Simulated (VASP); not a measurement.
# Ta (Im-3m) in VASP: single point with PBE

Aim: the single point of Ta with PBE.

Everything below comes from runs of VASP 6.6.1. Logs are shortened: lines on timing, memory, paths and dates and some standing lists are left out, and cuts for length are marked.

### Step 1. The cell of the first run

The structure is cubic, space group Im-3m (No. 229). Conventional cell: a = 3.319 Å, b = 3.319 Å, c = 3.319 Å, α = 90.00°, β = 90.00°, γ = 90.00°. Ta (site symmetry m-3m) has 14 Ta at 2.87 to 3.32 Å within 3.8 Å.

### Step 2. Single point, PBE, non-collinear spin, zero start, spin-orbit coupling

POSCAR

```
Ta
1.0
   -1.6593948215      1.6593948215      1.6593948215
    1.6593948215     -1.6593948215      1.6593948215
    1.6593948215      1.6593948215     -1.6593948215
Ta
1
Direct
    0.0000000000      0.0000000000      0.0000000000
```

INCAR.step1

```
ALGO = Normal ; EDIFF = 1E-6
ENCUT = 520 ; GGA = PE
GGA_COMPAT = False ; ISIF = 2
ISMEAR = 0 ; LASPH = True
LCHARG = True ; LMAXMIX = 4
LNONCOLLINEAR = True ; LORBMOM = True
LREAL = False ; LSORBIT = True
LWAVE = False ; MAGMOM = 0 0 0
NBANDS = 22 ; NELM = 150
PREC = Accurate ; SIGMA = 0.1
```

KPOINTS.step1

```
k-points
0
Gamma
  18 18 18
```

INCAR.step2

```
ALGO = Normal ; EDIFF = 1E-6
ENCUT = 520 ; GGA = PE
GGA_COMPAT = False ; ICHARG = 11
ISIF = 2 ; ISMEAR = -5
LASPH = True ; LCHARG = False
LMAXMIX = 4 ; LNONCOLLINEAR = True
LORBIT = 11 ; LORBMOM = True
LREAL = False ; LSORBIT = True
LWAVE = False ; MAGMOM = 0 0 0
NEDOS = 1001 ; NELM = 150
PREC = Accurate ; SIGMA = 0.1
```

KPOINTS.step2

```
k-points
0
Gamma
  27 27 27
```

Potentials or basis: VASP PAW PBE potentials, release 64 (Ta_pv).

Launch:

```sh
$ cat potpaw_PBE.64/Ta_pv/POTCAR > POTCAR
$ cp INCAR.step1 INCAR
$ cp KPOINTS.step1 KPOINTS
$ mpirun -np 1 vasp_ncl > vasp.out
$ cp INCAR.step2 INCAR
$ cp KPOINTS.step2 KPOINTS
$ mpirun -np 1 vasp_ncl > vasp.out
```

OUTCAR:

```text
EDIFF = 1E-6
   ENCUT = 520
   GGA = PE
   ICHARG = 11
   ISIF = 2
   ISMEAR = -5
   LASPH = True
   LNONCOLLINEAR = True
   LORBIT = 11
   LREAL = False
   LSORBIT = True
   NELM = 150
   PREC = Accurate

 ion  position               nearest neighbor table
   1  0.000  0.000  0.000-

  LATTYP: Found a body centered cubic cell.
 ALAT       =     3.3187896430

  Lattice vectors:

 A1 = (  -1.6593948215,   1.6593948215,   1.6593948215)
 A2 = (   1.6593948215,  -1.6593948215,   1.6593948215)
 A3 = (   1.6593948215,   1.6593948215,  -1.6593948215)

Analysis of symmetry for initial positions (statically):
=====================================================================
 Subroutine PRICEL returns:
 Original cell was already a primitive cell.

 Routine SETGRP: Setting up the symmetry group for a
 body centered cubic supercell.

 Subroutine GETGRP returns: Found 48 space group operations
 (whereof 48 operations were pure point group operations)
 out of a pool of 48 trial point group operations.

The static configuration has the point symmetry O_h .

Analysis of symmetry for dynamics (positions and initial velocities):
=====================================================================
 Subroutine PRICEL returns:
 Original cell was already a primitive cell.

 Routine SETGRP: Setting up the symmetry group for a
 body centered cubic supercell.

 Subroutine GETGRP returns: Found 48 space group operations
 (whereof 48 operations were pure point group operations)
 out of a pool of 48 trial point group operations.

The dynamic configuration has the point symmetry O_h .

Analysis of structural, dynamic, and magnetic symmetry:
=====================================================================
 Subroutine PRICEL returns:
 Original cell was already a primitive cell.

 Routine SETGRP: Setting up the symmetry group for a
 body centered cubic supercell.

 Subroutine GETGRP returns: Found 48 space group operations
 (whereof 48 operations were pure point group operations)
 out of a pool of 48 trial point group operations.

The overall configuration has the point symmetry O_h .

 Subroutine INISYM returns: Found 48 space group operations
 (whereof 48 operations are pure point group operations),
 and found     1 'primitive' translations

----------------------------------------------------------------------------------------

                                     Primitive cell

  volume of cell :      18.2772

  direct lattice vectors                    reciprocal lattice vectors
    -1.659394822  1.659394822  1.659394822     0.000000000  0.301314668  0.301314668
     1.659394822 -1.659394822  1.659394822     0.301314668  0.000000000  0.301314668
     1.659394822  1.659394822 -1.659394822     0.301314668  0.301314668  0.000000000

  length of vectors
     2.874156141  2.874156141  2.874156141     0.426123290  0.426123290  0.426123290

  position of ions in fractional coordinates (direct lattice)
     0.000000000  0.000000000  0.000000000

  ion indices of the primitive-cell ions
   primitive index   ion index
                 1           1

----------------------------------------------------------------------------------------

 KPOINTS: k-points

Automatic generation of k-mesh.
 Grid dimensions read from file:
 generate k-points for:   27   27   27

 Generating k-lattice:

  Cartesian coordinates                     Fractional coordinates (reciprocal lattice)
     0.000000000  0.011159803  0.011159803     0.037037037  0.000000000  0.000000000
     0.011159803  0.000000000  0.011159803     0.000000000  0.037037037  0.000000000
     0.011159803  0.011159803  0.000000000     0.000000000  0.000000000  0.037037037

  Length of vectors
     0.015782344  0.015782344  0.015782344

  Shift w.r.t. Gamma in fractional coordinates (k-lattice)
[... 43 lines left out ...]
   NGXF,Y,Z  is equivalent  to a cutoff of  27.76, 27.76, 27.76 a.u.
 SYSTEM =  unknown system
   PREC   = accura    normal or accurate (medium, high low for compatibility)
   ISTART =      0    job   : 0-new  1-cont  2-samecut
   ICHARG =     11    charge: 1-file 2-atom 10-const
   ISPIN  =      1    spin polarized calculation?
   LNONCOLLINEAR =      T non collinear calculations
   LSORBIT =      T    spin-orbit coupling
   LASPH  =      T    aspherical Exc in radial PAW
   ENCUT  =  520.0 eV  38.22 Ry    6.18 a.u.   5.34  5.34  5.34*2*pi/ulx,y,z
   NELM   =    150;   NELMIN=  2; NELMDL=  0     # of ELM steps
   EDIFF  = 0.1E-05   stopping-criterion for ELM
   LREAL  =      F    real-space projection
   EDIFFG = 0.1E-04   stopping-criterion for IOM
   NSW    =      0    number of steps for IOM
   IBRION =     -1    ionic relax: 0-MD 1-quasi-New 2-CG
   NFREE  =      0    steps in history (QN), initial steepest desc. (CG)
   ISIF   =      2    stress and relaxation
   ISYM   =      2    0-nonsym 1-usesym 2-fastsym
   POTIM  = 0.5000    time-step for ionic-motion
   TEBEG  =    0.0;   TEEND  =   0.0 temperature during run
   PSTRESS=    0.0 pullay stress
   NELECT =      11.0000    total number of electrons
   NUPDOWN=      -1.0000    fix difference up-down
   EMIN   =  10.00;   EMAX   =-10.00  energy-range for DOS
   EFERMI =   0.00;   METHOD = LEGACY
   ISMEAR =    -5;   SIGMA  =   0.10  broadening in eV -4-tet -1-fermi 0-gaus
   EFERMI_NEDOS =   21; number of points for ismear=-14 and -15
   IALGO  =     38    algorithm
   IMIX   =      4    mixing-type and parameters
     AMIX     =   0.40;   BMIX     =  1.00
     AMIX_MAG =   1.60;   BMIX_MAG =  1.00
  volume/ion in A,a.u.               =      18.28       123.34
  Fermi-wavevector in a.u.,A,eV,Ry     =   1.382195  2.611970 25.993429  1.910463
  Thomas-Fermi vector in A             =   2.506909
   LORBIT       =     11    0 simple, 1 ext, 2 COOP (PROOUT), +10 PAW based schemes
   GGA     = PE    functional components
   LHFCALC =     F    Hartree Fock is set to
   AEXX    =    0.0000 exact exchange contribution
   IVDW    =     0    specifies the selected vdW correction
   LEPSILON=     F    determine dielectric tensor
   LRPA    =     F    only Hartree local field effects (RPA)
 Fermi weights with tetrahedron method with Bloechl corrections
  energy-cutoff  :      520.00
  volume of cell :       18.28
 maximum number of plane-waves:      1062
 NGX is ok and might be reduce to    24

 number of electron      11.0000001 magnetization      -0.0000000      0.0000000     -0.0000000

 Free energy of the ion-electron system (eV)
  ---------------------------------------------------
  ext. energy  EPLUGINS =         0.00000000
  ---------------------------------------------------
  free energy    TOTEN  =       -12.52547417 eV

  energy without entropy =      -12.52547417  energy(sigma->0) =      -12.52547417

 E-fermi :   5.3407     XC(G=0): -12.5426

 val. band max:        5.3808268241   @ k =  -0.2222   0.2222   0.1852
 cond. band min:       5.3341227385   @ k =   0.0741   0.0741   0.0741
 fundamental gap:     -0.0467040856
 Fermi energy:         5.3406583309

 k-point     1 :       0.0000    0.0000    0.0000
  band No.  band energies     occupation
      1     -33.2357      1.00000
      2     -33.2357      1.00000
      3     -25.1879      1.00000
      4     -25.1879      1.00000
      5     -25.1879      1.00000
      6     -25.1879      1.00000
[... 481 lines left out ...]
      5     -25.3774      1.00000
      6     -25.3774      1.00000
[... 10 lines left out ...]
     17      11.6962      0.00000
     18      11.6962      0.00000

 [... further k-points ...]
[... 5 lines left out ...]
  --------------------------------------------------------------------------------------
  -------------------------------------------------------------------------------------
  Total       -0.0232706     -0.0232706     -0.0232706     -0.0000000     -0.0000000     -0.0000000
  in kB       -2.0399015     -2.0399015     -2.0399015     -0.0000000     -0.0000000     -0.0000000
  external PRESSURE =      -2.0399015 kB  Pullay stress =       0.0000000 kB

 VOLUME and BASIS-vectors are now :
 -----------------------------------------------------------------------------
  energy-cutoff  :      520.00
  volume of cell :       18.28
      direct lattice vectors                 reciprocal lattice vectors
    -1.659394822  1.659394822  1.659394822     0.000000000  0.301314668  0.301314668
     1.659394822 -1.659394822  1.659394822     0.301314668  0.000000000  0.301314668
     1.659394822  1.659394822 -1.659394822     0.301314668  0.301314668  0.000000000

 POSITION                                       TOTAL-FORCE (eV/Angst)
 -----------------------------------------------------------------------------------
      0.00000      0.00000      0.00000        -0.000000      0.000000     -0.000000
 -----------------------------------------------------------------------------------
    total drift:                               -0.000000      0.000000     -0.000000

  FREE ENERGIE OF THE ION-ELECTRON SYSTEM (eV)
  ---------------------------------------------------
  free  energy   TOTEN  =       -12.5254741743 eV

  energy  without entropy=      -12.5254741743  energy(sigma->0) =      -12.52547417

 orbital moment (x)

 # of ion     p       d       tot
 ----------------------------------------
  1         0.000  -0.000  -0.000
 ----------------------------------------
            0.000  -0.000  -0.000

 orbital moment (y)

 # of ion     p       d       tot
 ----------------------------------------
  1         0.000  -0.000  -0.000
 ----------------------------------------
            0.000  -0.000  -0.000

 orbital moment (z)

 # of ion     p       d       tot
 ----------------------------------------
  1         0.000   0.000   0.000
 ----------------------------------------
            0.000   0.000   0.000

 Spin-Orbit-Coupling matrix elements

 Ion:    1  E_soc:     -1.4117988
 l=   1
     0.0000000    -0.2140312    -0.2140312
    -0.2140312     0.0000000    -0.2140312
    -0.2140312    -0.2140312     0.0000000
 l=   2
     0.0000000    -0.0053264     0.0000000    -0.0053264    -0.0159422
    -0.0053264     0.0000000    -0.0119567    -0.0053264    -0.0039856
     0.0000000    -0.0119567     0.0000000    -0.0119567     0.0000000
    -0.0053264    -0.0053264    -0.0119567     0.0000000    -0.0039856
    -0.0159422    -0.0039856     0.0000000    -0.0039856     0.0000000
 l=   3
     0.0000000     0.0000000     0.0000000     0.0000000     0.0000000     0.0000000     0.0000000
     0.0000000     0.0000000     0.0000000     0.0000000     0.0000000     0.0000000     0.0000000
     0.0000000     0.0000000     0.0000000     0.0000000     0.0000000     0.0000000     0.0000000
     0.0000000     0.0000000     0.0000000     0.0000000     0.0000000     0.0000000     0.0000000
     0.0000000     0.0000000     0.0000000     0.0000000     0.0000000     0.0000000     0.0000000
     0.0000000     0.0000000     0.0000000     0.0000000     0.0000000     0.0000000     0.0000000
     0.0000000     0.0000000     0.0000000     0.0000000     0.0000000     0.0000000     0.0000000

 total charge

# of ion       s       p       d       tot
------------------------------------------
    1        0.368   6.165   2.384   8.916

 magnetization (x)

# of ion       s       p       d       tot
------------------------------------------
    1        0.000   0.000   0.000   0.000

 magnetization (y)

# of ion       s       p       d       tot
------------------------------------------
    1        0.000   0.000   0.000   0.000

 magnetization (z)

# of ion       s       p       d       tot
------------------------------------------
    1       -0.000   0.000   0.000  -0.000
```

Run time: 10 min. Hardware: 1 thread of Intel Xeon 8259CL, shared host; peak memory 0.45 GiB.

Results:

| Quantity | Value |
| --- | --- |
| Net moment | 0.00 μB per cell |
| Valence electrons inside the program's atomic spheres | Ta 8.92 |

Moments on the atoms (μB; x, y, z):
```
Ta  0.00 0.00 0.00
```
